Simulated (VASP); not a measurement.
# TmSb2Cl2 (P-3m1) in VASP: further runs

TmSb2Cl2 is run at these levels: PBE; tasks: single point.

Everything below comes from runs of VASP 6.6.1. Logs are shortened: lines on timing, memory, paths and dates and some standing lists are left out, and cuts for length are marked.

### Step 1. The cell of the first run

The structure is trigonal, space group P-3m1 (No. 164). Conventional cell: a = 4.247 Å, b = 4.247 Å, c = 10.204 Å, α = 90.00°, β = 90.00°, γ = 120.00°. Within 4.0 Å of Tm (site symmetry -3m) lie 6 Sb at 3.00 Å. Within 4.0 Å of Sb (site symmetry 3m) lie 3 Tm at 3.00 Å and 3 Cl at 3.07 Å. Within 4.0 Å of Cl (site symmetry 3m) lie 3 Sb at 3.07 Å and 3 Cl at 3.92 Å.

The cell was generated, and may not be a known phase.

### Step 2. Single point, PBE

INCAR reads:

```
PREC = Accurate ; ENCUT = 690
EDIFF = 1E-6 ; ISMEAR = 0
SIGMA = 0.1 ; LREAL = False
LASPH = True ; NELM = 300
ALGO = All ; ISIF = 2
LWAVE = False ; LCHARG = False
GGA = PE ; NBANDS = 32
GGA_COMPAT = False ; LMAXMIX = 6
ISEARCH = 1 ; KPAR = 4
```

KPOINTS reads:

```
Automatic mesh
0
Gamma
  6 6 2
```

POSCAR reads:

```
TmSb2Cl2
1.0
    4.2465728604      0.0000000030      0.0000000000
   -2.1232864328      3.6776399746      0.0000000000
    0.0000000000      0.0000000000     10.2039721973
Tm Sb Cl
1 2 2
Direct
    0.0000000000      0.0000000000      0.5000000000
    0.6666666667      0.3333333333      0.6698305926
    0.3333333333      0.6666666667      0.3301694074
    0.6666666667      0.3333333333      0.1498310479
    0.3333333333      0.6666666667      0.8501689521
```

Potentials or basis: VASP PAW PBE potentials, release 64 (Tm, Sb, Cl).

Launch:

```sh
cat potpaw_PBE.64/Tm/POTCAR potpaw_PBE.64/Sb/POTCAR potpaw_PBE.64/Cl/POTCAR > POTCAR
mpirun -np 4 vasp_std > vasp.out
```

OUTCAR:

```text
PREC = Accurate
   ENCUT = 690
   EDIFF = 1E-6
   ISMEAR = 0
   LREAL = False
   LASPH = True
   NELM = 300
   ISIF = 2
   GGA = PE

 ion  position               nearest neighbor table
   1  0.000  0.000  0.500-   2 3.00   3 3.00   3 3.00   2 3.00   2 3.00   3 3.00
   2  0.667  0.333  0.670-   1 3.00   1 3.00   1 3.00   5 3.07   5 3.07   5 3.07
   3  0.333  0.667  0.330-   1 3.00   1 3.00   1 3.00   4 3.07   4 3.07   4 3.07
   4  0.667  0.333  0.150-   3 3.07   3 3.07   3 3.07
   5  0.333  0.667  0.850-   2 3.07   2 3.07   2 3.07

  LATTYP: Found a hexagonal cell.
 ALAT       =     4.2465728604
 C/A-ratio  =     2.4028722767

  Lattice vectors:

 A1 = (   4.2465728604,   0.0000000030,   0.0000000000)
 A2 = (  -2.1232864328,   3.6776399746,   0.0000000000)
 A3 = (   0.0000000000,   0.0000000000,  10.2039721973)

Analysis of symmetry for initial positions (statically):
=====================================================================
 Subroutine PRICEL returns:
 Original cell was already a primitive cell.

 Routine SETGRP: Setting up the symmetry group for a
 hexagonal supercell.

 Subroutine GETGRP returns: Found 12 space group operations
 (whereof 12 operations were pure point group operations)
 out of a pool of 24 trial point group operations.

The static configuration has the point symmetry D_3d.

Analysis of symmetry for dynamics (positions and initial velocities):
=====================================================================
 Subroutine PRICEL returns:
 Original cell was already a primitive cell.

 Routine SETGRP: Setting up the symmetry group for a
 hexagonal supercell.

 Subroutine GETGRP returns: Found 12 space group operations
 (whereof 12 operations were pure point group operations)
 out of a pool of 24 trial point group operations.

The dynamic configuration has the point symmetry D_3d.

 Subroutine INISYM returns: Found 12 space group operations
 (whereof 12 operations are pure point group operations),
 and found     1 'primitive' translations

----------------------------------------------------------------------------------------

                                     Primitive cell

  volume of cell :     159.3592

  direct lattice vectors                    reciprocal lattice vectors
     4.246572860  0.000000003  0.000000000     0.235484009  0.135956756  0.000000000
    -2.123286433  3.677639975  0.000000000    -0.000000000  0.271913512  0.000000000
     0.000000000  0.000000000 10.203972197     0.000000000  0.000000000  0.098001051

  length of vectors
     4.246572860  4.246572860 10.203972197     0.271913512  0.271913512  0.098001051

  position of ions in fractional coordinates (direct lattice)
     0.000000000  0.000000000  0.500000000
     0.666666667  0.333333333  0.669830593
     0.333333333  0.666666667  0.330169407
     0.666666667  0.333333333  0.149831048
     0.333333333  0.666666667  0.850168952

  ion indices of the primitive-cell ions
   primitive index   ion index
                 1           1
                 2           2
                 3           3
                 4           4
                 5           5

----------------------------------------------------------------------------------------

 KPOINTS: Automatic mesh

Automatic generation of k-mesh.
 Grid dimensions read from file:
 generate k-points for:    6    6    2

 Generating k-lattice:

  Cartesian coordinates                     Fractional coordinates (reciprocal lattice)
     0.039247335  0.022659459  0.000000000     0.166666667 -0.000000000  0.000000000
    -0.000000000  0.045318919  0.000000000     0.000000000  0.166666667  0.000000000
     0.000000000  0.000000000  0.049000526     0.000000000  0.000000000  0.500000000

  Length of vectors
     0.045318919  0.045318919  0.049000526

  Shift w.r.t. Gamma in fractional coordinates (k-lattice)
     0.000000000  0.000000000  0.000000000

 Subroutine IBZKPT returns following result:
 ===========================================

 Found     14 irreducible k-points:

 Following reciprocal coordinates:
            Coordinates               Weight
  0.000000  0.000000  0.000000      1.000000
  0.166667 -0.000000  0.000000      6.000000
  0.333333  0.000000  0.000000      6.000000
  0.500000  0.000000  0.000000      3.000000
  0.166667  0.166667  0.000000      6.000000
  0.333333  0.166667  0.000000     12.000000
  0.333333  0.333333  0.000000      2.000000
  0.000000  0.000000  0.500000      1.000000
  0.166667 -0.000000  0.500000      6.000000
  0.333333  0.000000  0.500000      6.000000
  0.500000  0.000000  0.500000      3.000000
  0.166667  0.166667  0.500000      6.000000
  0.333333  0.166667  0.500000     12.000000
  0.333333  0.333333  0.500000      2.000000
   k-points           NKPTS =     14   k-points in BZ     NKDIM =     14   number of bands    NBANDS=     32
   number of dos      NEDOS =    301   number of ions     NIONS =      5
   total plane-waves  NPLWV = 116640
   dimension x,y,z NGX =    36 NGY =   36 NGZ =   90
   dimension x,y,z NGXF=    72 NGYF=   72 NGZF=  180
   ions per type =               1   2   2
   NGX,Y,Z   is equivalent  to a cutoff of  14.09, 14.09, 14.66 a.u.
   NGXF,Y,Z  is equivalent  to a cutoff of  28.19, 28.19, 29.33 a.u.
 SYSTEM =  unknown system
   PREC   = accura    normal or accurate (medium, high low for compatibility)
   ISTART =      0    job   : 0-new  1-cont  2-samecut
   ICHARG =      2    charge: 1-file 2-atom 10-const
   ISPIN  =      1    spin polarized calculation?
   LNONCOLLINEAR =      F non collinear calculations
   LSORBIT =      F    spin-orbit coupling
   LASPH  =      T    aspherical Exc in radial PAW
   ENCUT  =  690.0 eV  50.71 Ry    7.12 a.u.   9.10  9.10 21.85*2*pi/ulx,y,z
   NELM   =    300;   NELMIN=  2; NELMDL= -5     # of ELM steps
   EDIFF  = 0.1E-05   stopping-criterion for ELM
   LREAL  =      F    real-space projection
   EDIFFG = 0.1E-04   stopping-criterion for IOM
   NSW    =      0    number of steps for IOM
   IBRION =     -1    ionic relax: 0-MD 1-quasi-New 2-CG
   NFREE  =      0    steps in history (QN), initial steepest desc. (CG)
   ISIF   =      2    stress and relaxation
   ISYM   =      2    0-nonsym 1-usesym 2-fastsym
   POTIM  = 0.5000    time-step for ionic-motion
   TEBEG  =    0.0;   TEEND  =   0.0 temperature during run
   PSTRESS=    0.0 pullay stress
   NELECT =      47.0000    total number of electrons
   NUPDOWN=      -1.0000    fix difference up-down
   EMIN   =  10.00;   EMAX   =-10.00  energy-range for DOS
   EFERMI =   0.00;   METHOD = LEGACY
   ISMEAR =     0;   SIGMA  =   0.10  broadening in eV -4-tet -1-fermi 0-gaus
   EFERMI_NEDOS =   21; number of points for ismear=-14 and -15
   IALGO  =     58    algorithm
   IMIX   =      4    mixing-type and parameters
     AMIX     =   0.40;   BMIX     =  1.00
     AMIX_MAG =   1.60;   BMIX_MAG =  1.00
  volume/ion in A,a.u.               =      31.87       215.08
  Fermi-wavevector in a.u.,A,eV,Ry     =   1.089720  2.059273 16.156791  1.187491
  Thomas-Fermi vector in A             =   2.225930
   LORBIT       =      0    0 simple, 1 ext, 2 COOP (PROOUT), +10 PAW based schemes
   GGA     = PE    functional components
   LHFCALC =     F    Hartree Fock is set to
   AEXX    =    0.0000 exact exchange contribution
   IVDW    =     0    specifies the selected vdW correction
   LEPSILON=     F    determine dielectric tensor
   LRPA    =     F    only Hartree local field effects (RPA)
 non-spin polarized calculation
 Gauss-broadening in eV      SIGMA  =   0.10
  energy-cutoff  :      690.00
  volume of cell :      159.36
 maximum number of plane-waves:      6630
   NGX = 19   NGY = 19   NGZ = 43

 number of electron      47.0000007 magnetization

 Free energy of the ion-electron system (eV)
  ---------------------------------------------------
  ext. energy  EPLUGINS =         0.00000000
  ---------------------------------------------------
  free energy    TOTEN  =       -15.87127933 eV

  energy without entropy =      -15.79194571  energy(sigma->0) =      -15.83161252

 E-fermi :   2.3973     XC(G=0):  -8.5673

 val. band max:        2.3875917444   @ k =   0.3333   0.1667   0.5000
 cond. band min:       2.4093752419   @ k =   0.1667   0.1667   0.0000
 fundamental gap:      0.0217834975
 Fermi energy:         2.3972999580

 k-point     1 :       0.0000    0.0000    0.0000
  band No.  band energies     occupation
      1     -47.0911      2.00000
      2     -20.5165      2.00000
      3     -20.4218      2.00000
      4     -20.4218      2.00000
      5     -12.0436      2.00000
      6     -11.9201      2.00000
[... 24 lines left out ...]
     31       7.5559      0.00000
     32       8.3410      0.00000

 k-point     2 :       0.1667   -0.0000    0.0000
  band No.  band energies     occupation
      1     -47.0905      2.00000
      2     -20.5096      2.00000
      3     -20.4488      2.00000
      4     -20.4275      2.00000
      5     -11.9897      2.00000
      6     -11.8809      2.00000
[... 24 lines left out ...]
     31       8.1727      0.00000
     32       8.5389      0.00000

 k-point     3 :       0.3333    0.0000    0.0000
  band No.  band energies     occupation
      1     -47.0894      2.00000
      2     -20.5045      2.00000
      3     -20.4934      2.00000
      4     -20.4388      2.00000
      5     -11.8747      2.00000
      6     -11.8041      2.00000
[... 24 lines left out ...]
     31       8.2836      0.00000
     32       8.9554      0.00000

 k-point     4 :       0.5000    0.0000    0.0000
  band No.  band energies     occupation
      1     -47.0888      2.00000
      2     -20.5293      2.00000
      3     -20.4879      2.00000
      4     -20.4445      2.00000
      5     -11.8091      2.00000
      6     -11.7708      2.00000
[... 304 lines left out ...]
     31       8.4176      0.00000
     32       8.8404      0.00000

 k-point    13 :       0.3333    0.1667    0.5000
  band No.  band energies     occupation
      1     -47.0888      2.00000
      2     -20.5148      2.00000
      3     -20.4885      2.00000
      4     -20.4587      2.00000
      5     -11.8104      2.00000
      6     -11.7705      2.00000
[... 24 lines left out ...]
     31       8.7564      0.00000
     32       9.1309      0.00000

 k-point    14 :       0.3333    0.3333    0.5000
  band No.  band energies     occupation
      1     -47.0885      2.00000
      2     -20.4947      2.00000
      3     -20.4947      2.00000
      4     -20.4854      2.00000
      5     -11.7659      2.00000
      6     -11.7659      2.00000
[... 24 lines left out ...]
     31       9.3920      0.00000
     32       9.7654      0.00000

------------------------ aborting loop because EDIFF is reached ----------------------------------------

  FORCE on cell =-STRESS in cart. coord.  units (eV):
  Direction    XX          YY          ZZ          XY          YZ          ZX
  --------------------------------------------------------------------------------------
  -------------------------------------------------------------------------------------
  Total        1.3374143      1.3374143     -0.2771759     -0.0000000      0.0000000     -0.0000000
  in kB       13.4461977     13.4461977     -2.7866921     -0.0000000      0.0000000     -0.0000000
  external PRESSURE =       8.0352345 kB  Pullay stress =       0.0000000 kB

 VOLUME and BASIS-vectors are now :
 -----------------------------------------------------------------------------
  energy-cutoff  :      690.00
  volume of cell :      159.36
      direct lattice vectors                 reciprocal lattice vectors
     4.246572860  0.000000003  0.000000000     0.235484009  0.135956756  0.000000000
    -2.123286433  3.677639975  0.000000000    -0.000000000  0.271913512  0.000000000
     0.000000000  0.000000000 10.203972197     0.000000000  0.000000000  0.098001051

 POSITION                                       TOTAL-FORCE (eV/Angst)
 -----------------------------------------------------------------------------------
      0.00000      0.00000      5.10199        -0.000000      0.000000      0.000000
      2.12329      1.22588      6.83493        -0.000000      0.000000      0.149646
     -0.00000      2.45176      3.36904         0.000000     -0.000000     -0.149646
      2.12329      1.22588      1.52887        -0.000000     -0.000000      0.114974
     -0.00000      2.45176      8.67510         0.000000      0.000000     -0.114974
 -----------------------------------------------------------------------------------
    total drift:                                0.000000     -0.000000      0.000000

  FREE ENERGIE OF THE ION-ELECTRON SYSTEM (eV)
  ---------------------------------------------------
  free  energy   TOTEN  =       -15.8712793340 eV

  energy  without entropy=      -15.7919525705  energy(sigma->0) =      -15.83161595
```

Run time: 5.2 min. Hardware: 4 MPI ranks of Intel Xeon Platinum 8375C at 2.90GHz (Ice Lake), shared host; peak memory 0.49 GiB.

Results:

```
Free energy            : -15.8713 eV
Pressure               : 0.8 GPa
Largest force          : 0.150 eV/Å
Band gap on the k mesh : zero (an odd number of electrons rules out a gap without spin polarisation)
```

Forces in eV/Å, atoms in the order of the input:
```
Tm   0.000  0.000  0.000
Sb   0.000  0.000  0.150
Sb   0.000  0.000 -0.150
Cl   0.000  0.000  0.115
Cl   0.000  0.000 -0.115
```

Stress tensor (GPa, compression positive):
```
 1.34  0.00  0.00
 0.00  1.34  0.00
 0.00  0.00 -0.28
```

Levels at points of the mesh, in eV from the Fermi level:
```csv
k point,band 20,band 21,band 22,band 23,band 24,band 25,band 26,band 27,band 28,band 29
"(0.00, 0.00, 0.00)",-0.31,-0.16,-0.14,-0.14,-0.14,1.19,1.57,1.58,3.27,3.27
"(0.50, 0.00, 0.00)",-0.19,-0.14,-0.13,-0.10,-0.01,0.35,0.61,0.77,2.07,4.85
"(0.00, 0.00, 0.50)",-0.34,-0.16,-0.15,-0.14,-0.14,1.02,1.58,1.60,3.27,3.27
"(0.50, 0.00, 0.50)",-0.19,-0.14,-0.11,-0.07,-0.07,0.43,0.60,0.82,2.10,4.81
```

Caveat: spin-orbit coupling is left out, which moves the levels of the heavy elements; this functional lacks dispersion, which binds layers or chains, so the pressure and a relaxed spacing across them are unreliable; an odd number of electrons without spin polarisation forces a metal; a magnetic or distorted state may lie lower; the run has no spin polarisation, though such a crystal can be magnetic; semilocal functionals describe open f shells poorly, which spoils levels, moments and volumes.

### Step 3. Single point, PBE

This run uses another cell than the first one, of 31.99 Å³/atom.

INCAR reads:

```
SYSTEM = TmSb2Cl2
ALGO = Normal
EDIFF = 1E-6
ENCUT = 500
GGA = PE
GGA_COMPAT = .False.
ISIF = 2
ISMEAR = 0
LASPH = .True.
LCHARG = .False.
LMAXMIX = 6
LREAL = .False.
LWAVE = .False.
NBANDS = 24
NELM = 200
PREC = Accurate
SIGMA = 0.1
```

KPOINTS reads:

```
k-points
0
Gamma
  6 6 2
  0 0 0
```

POSCAR reads:

```
TmSb2Cl2
1.0
    4.0965981500      0.0000000000      0.0000000000
   -2.0482990800      3.5477580700      0.0000000000
    0.0000000000      0.0000000000     11.0067386200
Tm Sb Cl
1 2 2
Direct
    0.0000000000      0.0000000000      0.5000000000
    0.6666666700      0.3333333300      0.6607440100
    0.3333333300      0.6666666700      0.3392559900
    0.6666666700      0.3333333300      0.2154780000
    0.3333333300      0.6666666700      0.7845220000
```

Potentials or basis: VASP PAW PBE potentials, release 64 (Tm_3, Sb, Cl), 4f in core.

Launch:

```sh
cat potpaw_PBE.64/Tm_3/POTCAR potpaw_PBE.64/Sb/POTCAR potpaw_PBE.64/Cl/POTCAR > POTCAR
mpirun -np 1 vasp_std > vasp.out
```

Run time: 32 s. Hardware: 1 thread of Intel Xeon 6975P-C (Granite Rapids), shared host; peak memory 0.27 GiB.

The run converged. Its results:

| Property | Result |
| --- | --- |
| Free energy | -15.4835 eV |
| Pressure | 9.1 GPa |
| Largest force | 1.832 eV/Å |
| Band gap on the k mesh | zero (an odd number of electrons rules out a gap without spin polarisation) |

Forces in eV/Å, atoms in the order of the input:
```
Tm   0.000  0.000  0.000
Sb   0.000  0.000 -1.156
Sb   0.000  0.000  1.156
Cl   0.000  0.000 -1.832
Cl   0.000  0.000  1.832
```

Stress tensor (GPa, compression positive):
```
9.96 0.00 0.00
0.00 9.96 0.00
0.00 0.00 7.30
```

Levels at points of the mesh, in eV from the Fermi level:
```csv
k point,band 13,band 14,band 15,band 16,band 17,band 18,band 19,band 20
"(0.00, 0.00, 0.00)",-3.07,-2.37,-0.80,-0.80,0.06,1.14,1.14,2.32
"(0.50, 0.00, 0.00)",-3.78,-1.85,-0.23,-0.15,0.03,0.36,0.91,1.01
"(0.00, 0.00, 0.50)",-3.19,-2.29,-0.80,-0.80,0.04,1.14,1.14,2.32
"(0.50, 0.00, 0.50)",-3.80,-1.88,-0.19,-0.15,0.03,0.37,0.92,1.02
```

Caveat: the cell stands under pressure; spin-orbit coupling is left out, which moves the levels of the heavy elements; this functional lacks dispersion, which binds layers or chains, so the pressure and a relaxed spacing across them are unreliable; the 4f electrons are frozen in the core, so they carry no moment and show no levels; an odd number of electrons without spin polarisation forces a metal; a magnetic or distorted state may lie lower; the run has no spin polarisation, though such a crystal can be magnetic.

The gap in the log of VASP goes by the Fermi energy; the results here count the filled bands.